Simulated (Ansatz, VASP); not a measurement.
# One calculation of Ti, two programs

```
Ti
1.0
    -0.02030    2.01985    2.01985
     2.01985   -0.02030    2.01985
     2.01985    2.01985   -0.02030
Ti
1
Direct
  0.00000 0.00000 0.00000
```

Change from the starting cell: equal xy, yz and zx shear strains of -1 %.

Alike in both runs: task single point; functional LDA; k mesh 15 × 15 × 15; occupations fermi-dirac, width 0.05 eV; no spin polarisation.

|  | VASP | Ansatz |
| --- | --- | --- |
| version | VASP 6.6.1 | Ansatz 0.2.0 |
| potentials or method | VASP PAW LDA potentials, release 64 (Ti_sv), cutoff 520 eV | all-electron LAPW, scalar-relativistic |

|  | VASP | Ansatz | Ansatz less VASP |
| --- | --- | --- | --- |
| pressure (GPa) | -5.0 | -4.8 | +0.14 |
| traceless stress, the component that is largest in VASP (GPa) | 0.49 | 0.50 | +0.005 |

LDA's correlation is that of Perdew and Zunger in VASP and of Perdew and Wang (1992) in Ansatz. Ansatz ran all-electron here, and VASP with PAW potentials.
